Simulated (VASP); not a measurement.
# MgCd3O4 in VASP: a series of runs, part 2 of 2

VASP 6.6.1. Earlier steps stand in the parts before.

## (3) Single point, PBE

The input, INCAR:

```
SYSTEM = MgCd3O4
PREC = Accurate
ENCUT = 520
EDIFF = 1E-7
ISMEAR = 0
SIGMA = 0.2
LREAL = .False.
LASPH = .True.
NELM = 80
ALGO = Normal
ISIF = 2
LWAVE = .False.
LCHARG = .True.
GGA = PE
LELF = .True.
LVHAR = .True.
NBANDS = 41
```

The input, KPOINTS:

```
Automatic mesh
0
Gamma
  6 6 4
  0 0 0
```

The input, POSCAR:

```
MgCd3O4
1.0
    3.2758851000      0.0000000000      0.0000000000
    0.0000000000      4.6667382000      0.0000000000
    0.0000000000      0.0000000000      6.6427252000
Mg Cd O
1 3 4
Direct
    0.0000000000      0.0000000000      0.0000000000
    0.5000000000      0.5000000000      0.2444540000
    0.0000000000      0.0000000000      0.5000000000
    0.5000000000      0.5000000000      0.7555460000
    0.0000000000      0.5000000000      0.0000000000
    0.5000000000      0.0000000000      0.2237180000
    0.0000000000      0.5000000000      0.5000000000
    0.5000000000      0.0000000000      0.7762820000
```

Potentials or basis: VASP PAW PBE potentials, release 64 (Mg, Cd, O).

Started as:

```bash
$ cat potpaw_PBE.64/Mg/POTCAR potpaw_PBE.64/Cd/POTCAR potpaw_PBE.64/O/POTCAR > POTCAR
$ mpirun -np 1 vasp_std > vasp.out
```

OUTCAR:

```text
SYSTEM = MgCd3O4
   PREC = Accurate
   ENCUT = 520
   EDIFF = 1E-7
   ISMEAR = 0
   LREAL = .False.
   LASPH = .True.
   NELM = 80
   ISIF = 2
   GGA = PE

 ion  position               nearest neighbor table
   1  0.000  0.000  0.000-   6 2.21   8 2.21   6 2.21   8 2.21   5 2.33   5 2.33   4 3.28   4 3.28
                             2 3.28   4 3.28   2 3.28   2 3.28   2 3.28   4 3.28   3 3.32   3 3.32
   2  0.500  0.500  0.244-   5 2.31   5 2.31   6 2.34   6 2.34   7 2.36   7 2.36   4 3.25   1 3.28
                             1 3.28   1 3.28   1 3.28   3 3.32   3 3.32   3 3.32   3 3.32   4 3.40
   3  0.000  0.000  0.500-   7 2.33   7 2.33   8 2.46   6 2.46   6 2.46   8 2.46   4 3.32   4 3.32
                             2 3.32   4 3.32   2 3.32   2 3.32   2 3.32   4 3.32   1 3.32   1 3.32
[... 1277 lines left out ...]
  external PRESSURE =       9.9272996 kB  Pullay stress =       0.0000000 kB

 VOLUME and BASIS-vectors are now :
 -----------------------------------------------------------------------------
  energy-cutoff  :      520.00
  volume of cell :      101.55
      direct lattice vectors                 reciprocal lattice vectors
     3.275885100  0.000000000  0.000000000     0.305261012  0.000000000  0.000000000
     0.000000000  4.666738200  0.000000000     0.000000000  0.214282430  0.000000000
     0.000000000  0.000000000  6.642725200     0.000000000  0.000000000  0.150540625

 POSITION                                       TOTAL-FORCE (eV/Angst)
 -----------------------------------------------------------------------------------
      0.00000      0.00000      0.00000         0.000000     -0.000000     -0.000000
      1.63794      2.33337      1.62384         0.000000      0.000000      0.015183
      0.00000      0.00000      3.32136         0.000000     -0.000000     -0.000000
      1.63794      2.33337      5.01888         0.000000     -0.000000     -0.015183
      0.00000      2.33337      0.00000         0.000000     -0.000000     -0.000000
      1.63794      0.00000      1.48610         0.000000     -0.000000     -0.067878
      0.00000      2.33337      3.32136         0.000000     -0.000000     -0.000000
      1.63794      0.00000      5.15663         0.000000     -0.000000      0.067878
 -----------------------------------------------------------------------------------
    total drift:                                0.000000     -0.000000      0.000000

  FREE ENERGIE OF THE ION-ELECTRON SYSTEM (eV)
  ---------------------------------------------------
  free  energy   TOTEN  =       -34.5884619425 eV

  energy  without entropy=      -34.5841897575  energy(sigma->0) =      -34.58632585
```

OSZICAR:

```text
N       E                     dE             d eps       ncg     rms          rms(c)
DAV:   1     0.527423611273E+03    0.52742E+03   -0.33341E+04  4008   0.152E+03
DAV:   2    -0.568053531969E+01   -0.53310E+03   -0.50488E+03  4331   0.402E+02
DAV:   3    -0.417416677741E+02   -0.36061E+02   -0.35697E+02  4634   0.111E+02
DAV:   4    -0.421101235513E+02   -0.36846E+00   -0.36811E+00  4182   0.118E+01
DAV:   5    -0.421120198406E+02   -0.18963E-02   -0.18959E-02  4565   0.771E-01    0.195E+01
DAV:   6    -0.344921662044E+02    0.76199E+01   -0.24083E+01  5809   0.600E+01    0.161E+01
DAV:   7    -0.347135740442E+02   -0.22141E+00   -0.49387E+00  4050   0.140E+01    0.897E+00
DAV:   8    -0.346567462693E+02    0.56828E-01   -0.98929E-01  4344   0.585E+00    0.263E+00
DAV:   9    -0.345914591999E+02    0.65287E-01   -0.15623E-01  5090   0.312E+00    0.739E-01
DAV:  10    -0.345888760647E+02    0.25831E-02   -0.31992E-02  4071   0.103E+00    0.306E-01
DAV:  11    -0.345885374820E+02    0.33858E-03   -0.38390E-03  4486   0.366E-01    0.146E-01
DAV:  12    -0.345884209094E+02    0.11657E-03   -0.94426E-04  4445   0.190E-01    0.415E-02
DAV:  13    -0.345884622289E+02   -0.41319E-04   -0.13248E-04  4369   0.803E-02    0.225E-02
DAV:  14    -0.345884614538E+02    0.77503E-06   -0.18221E-05  4476   0.290E-02    0.102E-02
DAV:  15    -0.345884618756E+02   -0.42182E-06   -0.37910E-06  4422   0.138E-02    0.338E-03
DAV:  16    -0.345884619425E+02   -0.66831E-07   -0.65762E-07  3926   0.504E-03
   1 F= -.34588462E+02 E0= -.34586326E+02  d E =-.427218E-02
```

Run time: 2.9 min. Hardware: 1 thread of Intel Xeon Platinum 8488C (Sapphire Rapids), shared host; peak memory 0.3 GiB.

What came out:

```
Free energy            : -34.5885 eV
Pressure               : 1.0 GPa
Largest force          : 0.068 eV/Å
Band gap on the k mesh : zero (band 31 reaches 2.29 eV, above the bottom of band 32 at 2.17 eV)
```

Forces in eV/Å, atoms in the order of the input:
```
Mg   0.000  0.000  0.000
Cd   0.000  0.000  0.015
Cd   0.000  0.000  0.000
Cd   0.000  0.000 -0.015
O    0.000  0.000  0.000
O    0.000  0.000 -0.068
O    0.000  0.000  0.000
O    0.000  0.000  0.068
```

## (4) Single point, PBE

The input, INCAR:

```
SYSTEM = MgCd3O4
  ALGO = Normal
  EDIFF = 1E-7
  ENCUT = 520
  GGA = PE
  ISIF = 2
  ISMEAR = 0
  LASPH = .TRUE.
  LCHARG = .FALSE.
  LREAL = .FALSE.
  LWAVE = .FALSE.
  NBANDS = 41
  NELM = 100
  PREC = Accurate
  SIGMA = 0.2
```

The input, KPOINTS:

```
k-points
0
G
  6 6 4
  0 0 0
```

The input, POSCAR:

```
MgCd3O4
1.0
    3.2705335850      0.0017060727      0.0064210538
    0.0022070975      4.6856227038      0.0001088966
    0.0132437190      0.0001564767      6.6366599173
Mg Cd O
1 3 4
Direct
    0.0001880752      0.0098556576     -0.0000201327
    0.4996142547      0.5016755424      0.2443907272
   -0.0003566121      0.0005754793      0.4999789296
    0.5000051170      0.5017312240      0.7554483384
    0.0001385802      0.4880959962     -0.0000464071
    0.4995424981     -0.0011092349      0.2239951460
   -0.0003497269      0.5001836757      0.4999274242
    0.5012178140     -0.0010083404      0.7763259746
```

Started as:

```bash
$ cat potpaw_PBE.64/Mg/POTCAR potpaw_PBE.64/Cd/POTCAR potpaw_PBE.64/O/POTCAR > POTCAR
$ mpirun -np 1 vasp_std > vasp.out
```

It took 4.4 min on 1 thread of Intel Xeon Platinum 8488C (Sapphire Rapids), shared host; peak memory 0.38 GiB.

Results (log left out):

```
Free energy            : -34.5894 eV
Pressure               : 0.9 GPa
Largest force          : 0.072 eV/Å
Band gap on the k mesh : zero (band 31 reaches 2.26 eV, above the bottom of band 32 at 2.17 eV)
```

Forces in eV/Å, atoms in the order of the input:
```
Mg   0.000 -0.001  0.001
Cd   0.002 -0.004  0.023
Cd   0.003  0.005  0.002
Cd   0.002 -0.004 -0.021
O   -0.003 -0.010  0.000
O   -0.002  0.010 -0.071
O    0.003 -0.003  0.002
O   -0.004  0.007  0.064
```

Stress tensor (GPa, compression positive):
```
 0.92 -0.06 -0.19
-0.06  0.82  0.00
-0.19  0.00  0.87
```

Levels at points of the mesh, in eV from the Fermi level:
```
           k point  band 29  band 30  band 31  band 32  band 33  band 34
(0.00, 0.00, 0.00)    -1.37    -1.28    -0.29    -0.27     3.50     5.15
(0.50, 0.00, 0.00)    -2.06    -1.01    -0.30     3.56     3.78     4.90
(0.00, 0.50, 0.00)    -1.09    -0.23    -0.17     3.13     3.34     4.47
(0.50, 0.50, 0.00)    -0.88    -0.26    -0.20     4.05     4.33     5.58
(0.00, 0.00, 0.50)    -1.38    -1.16    -0.76     1.79     2.42     4.95
(0.50, 0.00, 0.50)    -1.97    -1.77    -1.56     3.89     4.65     4.92
(0.00, 0.50, 0.50)    -0.98    -0.84    -0.59     3.49     3.66     4.51
(0.50, 0.50, 0.50)    -1.27    -0.94    -0.66     5.07     5.75     6.04
```

## (5) Single point, PBE

The input, INCAR:

```
  PREC = Accurate
  ENCUT = 520
  EDIFF = 1E-7
  ISMEAR = 0
  SIGMA = 0.1
  LREAL = F
  LASPH = T
  NELM = 60
  ALGO = Normal
  ISIF = 2
  LWAVE = F
  LCHARG = F
  GGA = PE
  NBANDS = 41
```

The input, KPOINTS:

```
regular mesh
0
Gamma
  12 8 6
```

The input, POSCAR:

```
MgCd3O4
1.0
    3.2758851000      0.0000000000      0.0000000000
    0.0000000000      4.6667382000      0.0000000000
    0.0000000000      0.0000000000      6.6427252000
Mg Cd O
1 3 4
Direct
    0.0000000000      0.0000000000      0.0000000000
    0.5000000000      0.5000000000      0.2444540000
    0.0000000000      0.0000000000      0.5000000000
    0.5000000000      0.5000000000      0.7555460000
    0.0000000000      0.5000000000      0.0000000000
    0.5000000000      0.0000000000      0.2237180000
    0.0000000000      0.5000000000      0.5000000000
    0.5000000000      0.0000000000      0.7762820000
```

Started as:

```bash
$ cat potpaw_PBE.64/Mg/POTCAR potpaw_PBE.64/Cd/POTCAR potpaw_PBE.64/O/POTCAR > POTCAR
$ mpirun -np 1 vasp_std > vasp.out
```

It took 10 min on 1 thread of Intel Xeon Platinum 8488C (Sapphire Rapids), shared host; peak memory 0.54 GiB.

It converged, with:

* Free energy: -34.5864 eV
* Pressure: 1.0 GPa
* Largest force: 0.065 eV/Å
* Band gap on the k mesh: zero (band 31 reaches 2.30 eV, above the bottom of band 32 at 2.18 eV)

Forces in eV/Å, atoms in the order of the input:
```
Mg   0.000  0.000  0.000
Cd   0.000  0.000  0.013
Cd   0.000  0.000  0.000
Cd   0.000  0.000 -0.013
O    0.000  0.000  0.000
O    0.000  0.000 -0.065
O    0.000  0.000  0.000
O    0.000  0.000  0.065
```

Stress tensor (GPa, compression positive):
```
0.87 0.00 0.00
0.00 1.09 0.00
0.00 0.00 0.95
```

Levels at points of the mesh, in eV from the Fermi level:
```
           k point  band 29  band 30  band 31  band 32  band 33  band 34
(0.00, 0.00, 0.00)    -1.30    -1.23    -0.21    -0.19     3.58     5.22
(0.50, 0.00, 0.00)    -1.98    -0.96    -0.22     3.62     3.87     4.97
(0.00, 0.50, 0.00)    -1.01    -0.16    -0.07     3.23     3.45     4.54
(0.50, 0.50, 0.00)    -0.82    -0.18    -0.10     4.12     4.42     5.68
(0.00, 0.00, 0.50)    -1.31    -1.10    -0.67     1.86     2.50     5.03
(0.50, 0.00, 0.50)    -1.90    -1.73    -1.47     3.95     4.73     5.00
(0.00, 0.50, 0.50)    -0.90    -0.76    -0.50     3.59     3.76     4.64
(0.50, 0.50, 0.50)    -1.19    -0.86    -0.57     5.13     5.84     6.13
```

## (6) The runs side by side

```csv
cell,k mesh,smearing,gap on the mesh (eV),pressure (GPa),largest force (eV/Å)
"a = 3.276, b = 4.667, c = 6.643 Å, 8 atoms",6 × 4 × 4,gaussian 0.1 eV,none,1.0,0.07
"a = 3.276, b = 4.667, c = 6.643 Å, 8 atoms",6 × 6 × 4,gaussian 0.2 eV,none,1.0,0.07
"a = 3.271, b = 4.686, c = 6.637 Å, angles 90.0, 89.8, 89.9°, 8 atoms",6 × 6 × 4,gaussian 0.2 eV,none,0.9,0.07
"a = 3.276, b = 4.667, c = 6.643 Å, 8 atoms",12 × 8 × 6,gaussian 0.1 eV,none,1.0,0.06
```

Alike in all rows: task single point; level PBE; potentials or basis VASP PAW PBE potentials, release 64 (Mg, Cd, O); no spin polarisation; cutoff (eV) 520.

Every run on the cell as given and a fine mesh finds a metal.

Absolute energies hang on the potentials; compare differences alone.
